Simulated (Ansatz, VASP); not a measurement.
Two plane-wave programs on Zr3MoC

File INCAR:

```
SYSTEM = Zr3MoC
PREC = Accurate
ENCUT = 900
EDIFF = 1E-7
ISMEAR = -1
SIGMA = 0.05
LREAL = .FALSE.
LASPH = .TRUE.
NELM = 60
ALGO = Normal
ISIF = 2
LWAVE = .FALSE.
LCHARG = .FALSE.
LMAXMIX = 4
GGA = PE
```

File KPOINTS:

```
Automatic mesh
0
G
  5 5 5
  0 0 0
```

File POSCAR:

```
Zr3MoC
1.0
    4.9425100000      0.0000000000      0.0000000000
    0.0000000000      4.9425100000      0.0000000000
    0.0000000000      0.0000000000      4.9425100000
Zr Mo C
3 1 1
Direct
    0.5000000000      0.0000000000      0.0000000000
    0.0000000000      0.5000000000      0.0000000000
    0.0000000000      0.0000000000      0.5000000000
    0.0000000000      0.0000000000      0.0000000000
    0.5000000000      0.5000000000      0.5000000000
```

The input KPOINTS_OPT:

```
path GXMGRX,MR
20
line-mode
reciprocal
 0.0000000000  0.0000000000  0.0000000000  G
 0.0000000000  0.5000000000  0.0000000000  X

 0.0000000000  0.5000000000  0.0000000000  X
 0.5000000000  0.5000000000  0.0000000000  M

 0.5000000000  0.5000000000  0.0000000000  M
 0.0000000000  0.0000000000  0.0000000000  G

 0.0000000000  0.0000000000  0.0000000000  G
 0.5000000000  0.5000000000  0.5000000000  R

 0.5000000000  0.5000000000  0.5000000000  R
 0.0000000000  0.5000000000  0.0000000000  X

 0.5000000000  0.5000000000  0.0000000000  M
 0.5000000000  0.5000000000  0.5000000000  R
```

The input input.yaml:

```yaml
crystal:
  lattice:
    - [4.94251, 0.0, 0.0]
    - [0.0, 4.94251, 0.0]
    - [0.0, 0.0, 4.94251]
  atoms:
    - { symbol: Zr, position: [0.5, 0.0, 0.0] }
    - { symbol: Zr, position: [0.0, 0.5, 0.0] }
    - { symbol: Zr, position: [0.0, 0.0, 0.5] }
    - { symbol: Mo, position: [0.0, 0.0, 0.0] }
    - { symbol: C, position: [0.5, 0.5, 0.5] }
hamiltonian:
  xc: pbe
  pseudopotentials: { kind: paw }
kpoints:
  mp_grid: { grid: [5, 5, 5] }
  band_path:
    path:
      - [[0.0, 0.0, 0.0], [0.0, 0.5, 0.0], [0.5, 0.5, 0.0], [0.0, 0.0, 0.0], [0.5, 0.5, 0.5], [0.0, 0.5, 0.0]]
      - [[0.5, 0.5, 0.0], [0.5, 0.5, 0.5]]
    npoints: 14
scf:
  occupations: { method: fermi_dirac, width: 0.05 }
  n_extra_bands: 12
output:
  forces: true
  stress: true
  eigenvalues: true
  fatbands: false
```

Alike in both runs: task band structure; functional PBE; k mesh 5 × 5 × 5; occupations fermi-dirac, width 0.05 eV; no spin polarisation.

|  | VASP | Ansatz |
| --- | --- | --- |
| version | VASP 6.6.1 | Ansatz 0.2.0 |
| potentials or method | VASP PAW PBE potentials, release 64 (Zr_sv_GW, Mo_sv_GW, C_GW) | Ansatz PAW |
| plane-wave cutoff (eV) | 900 | 420 |
| valence electrons in the cell | 54 | 54 |

|  | VASP | Ansatz | Ansatz less VASP |
| --- | --- | --- | --- |
| gap on the k mesh at the Fermi level (eV) | none | none | - |
| pressure (GPa) | 0.7 | 0.8 | +0.07 |

A gap of «none» marks a metal or a gap that the smearing closes. The functional is the same, so the differences come from potentials, cutoffs and numerics.
